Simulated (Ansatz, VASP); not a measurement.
Hf3Be in VASP and in Ansatz

INCAR

```
SYSTEM = Hf3Be
PREC = Accurate ; ENCUT = 600
EDIFF = 1E-6 ; ISMEAR = -1
SIGMA = 0.05 ; LREAL = .FALSE.
LASPH = .TRUE. ; NELM = 100
ALGO = Fast ; ISIF = 3
LWAVE = .FALSE. ; LCHARG = .FALSE.
GGA = PE ; IBRION = 2
NSW = 60 ; EDIFFG = -0.01
```

KPOINTS

```
regular mesh
0
G
  9 9 9
  0 0 0
```

The input POSCAR:

```
Hf3Be
1.0
   -2.0920000000      2.0920000000      4.3530460000
    2.0920000000     -2.0920000000      4.3530460000
    2.0920000000      2.0920000000     -4.3530460000
Hf Be
3 1
Direct
    0.5000000000      0.5000000000      0.0000000000
    0.2500000000      0.7500000000      0.5000000000
    0.7500000000      0.2500000000      0.5000000000
    0.0000000000      0.0000000000      0.0000000000
```

Contents of input.yaml:

```yaml
crystal:
  lattice:
    - [-2.092, 2.092, 4.353046]
    - [2.092, -2.092, 4.353046]
    - [2.092, 2.092, -4.353046]
  atoms:
    - { symbol: Hf, position: [0.5, 0.5, 0.0] }
    - { symbol: Hf, position: [0.25, 0.75, 0.5] }
    - { symbol: Hf, position: [0.75, 0.25, 0.5] }
    - { symbol: Be, position: [0.0, 0.0, 0.0] }
hamiltonian:
  xc: pbe
  pseudopotentials: { kind: paw }
kpoints:
  mp_grid: { grid: [9, 9, 9] }
scf:
  occupations: { method: fermi_dirac, width: 0.05 }
output:
  forces: true
  stress: true
  eigenvalues: true
  write_density: true
  write_potential: true
  elf: true
  volumetric_format: npy
relax:
  f_tol: 0.01
  max_steps: 40
  cell: { stress_tol: 0.05 }
```

Alike in both runs: task relaxation of cell and atoms; functional PBE; k mesh 9 × 9 × 9; occupations fermi-dirac, width 0.05 eV; no spin polarisation.

```csv
,VASP,Ansatz
version,VASP 6.6.1,Ansatz 0.2.0
potentials or method,"VASP PAW PBE potentials, release 64 (Hf_pv, Be)",Ansatz PAW
plane-wave cutoff (eV),600,420
valence electrons in the cell,32,80
```

```csv
,VASP,Ansatz,Ansatz less VASP
"gap on the k mesh at the Fermi level, each at its own relaxed structure (eV)",none,none,-
relaxed volume (Å³/atom),19.00,19.06,+0.059
relaxed length of the cell vector where the two differ most in proportion (Å),5.269,5.274,+0.0053
```

A gap of «none» marks a metal or a gap that the smearing closes. VASP's potentials hold 32 valence electrons a cell and Ansatz's 80, so a difference there can come from the potentials and not from the codes.

Neither program's run includes spin-orbit coupling. Noted on Ansatz's run: the plane-wave basis is chosen anew once the cell has moved, so the energies of steps on either side of that aren't comparable.
